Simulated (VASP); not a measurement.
Wanted: the native input for a VASP 6.6.1 run.

```
Task                   : single point
Functional             : PBEsol
Potentials or basis    : VASP PAW PBE potentials, release 64 (Al, Cu)
Cutoff                 : 520 eV
k mesh                 : 12 × 12 × 10
Occupations            : gaussian, width 0.15 eV
Spin                   : no spin polarisation
Dipole correction      : no
Further INCAR settings : ALGO = Fast; EDIFF = 1e-06; NBANDS = 24
```

The structure of Al3Cu2 lies in POSCAR:

```
Al3Cu2
1.0
    3.8526704653      0.0000000000      0.0000000000
   -1.9263352327      3.3365104954      0.0000000000
    0.0000000000      0.0000000000      4.9821008425
Al Cu
3 2
Direct
    0.0000000000      0.0000000000      0.0000000000
    0.3333333333      0.6666666667      0.3515059809
    0.6666666667      0.3333333333      0.6484940191
    0.3333333333      0.6666666667      0.8422899817
    0.6666666667      0.3333333333      0.1577100183
```

This cell differs from its parent crystal: strain -0.0600 x Voigt [1, 1, 0, 0, 0, 0].

One way to write it, as run:

INCAR

```
SYSTEM = Al3Cu2
PREC = Accurate
ENCUT = 520
EDIFF = 1E-6
ISMEAR = 0
SIGMA = 0.15
LREAL = .FALSE.
LASPH = .TRUE.
NELM = 80
ALGO = Fast
ISIF = 2
LWAVE = .FALSE.
LCHARG = .FALSE.
GGA = PS
NBANDS = 24
```

KPOINTS

```
regular mesh
0
G
  12 12 10
  0 0 0
```

Potentials or basis: VASP PAW PBE potentials, release 64 (Al, Cu).

Command:

```console
$ cat potpaw_PBE.64/Al/POTCAR potpaw_PBE.64/Cu/POTCAR > POTCAR
$ mpirun -np 1 vasp_std > vasp.out
```

It gave:

```json
{"Pressure": "19.4 GPa", "Largest force": "0.205 eV/Å"}
```

Caveat: the cell differs from its parent crystal (strain -0.0600 x Voigt [1, 1, 0, 0, 0, 0]); the PAW data sets were made with another functional, which shifts forces and pressure a little.

Wall time 3.2 min on 1 thread of Intel(R) Xeon(R) 6975P-C (Granite Rapids), on a shared host, peak memory 0.34 GiB.
